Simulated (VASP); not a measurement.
Crystal: SnSe.

```
Sn Se
1.0
     0.00000    3.39157    3.39157
     3.39157    0.00000    3.39157
     3.39157    3.39157    0.00000
Sn Se
1 1
Direct
  0.00000 0.00000 0.00000
  0.25000 0.25000 0.25000
```

This cell differs from its parent crystal: strain +0.8%.

Base run:

* Program: VASP 6.6.1
* Functional: r2SCAN
* Potentials or basis: VASP PAW PBE potentials, release 64 (Sn_d, Se)
* Cutoff: 520 eV
* k mesh: 6 × 6 × 6
* Occupations: fermi-dirac, width 0.02 eV
* Spin: no spin polarisation

Its results: band gap on the k mesh 0.30 eV, indirect (least direct gap 0.78 eV); pressure -0.8 GPa.

The run is repeated on the same cell with these changes: functional from r2SCAN to PBE. What comes out?

Band gap on the k mesh 0.22 eV, indirect (least direct gap 0.69 eV); pressure 0.0 GPa.

Caveats: spin-orbit coupling is left out, which moves the levels of the heavy elements; the PAW data sets were made with another functional, which shifts forces and pressure a little (some runs).

A k mesh can miss the band edges.
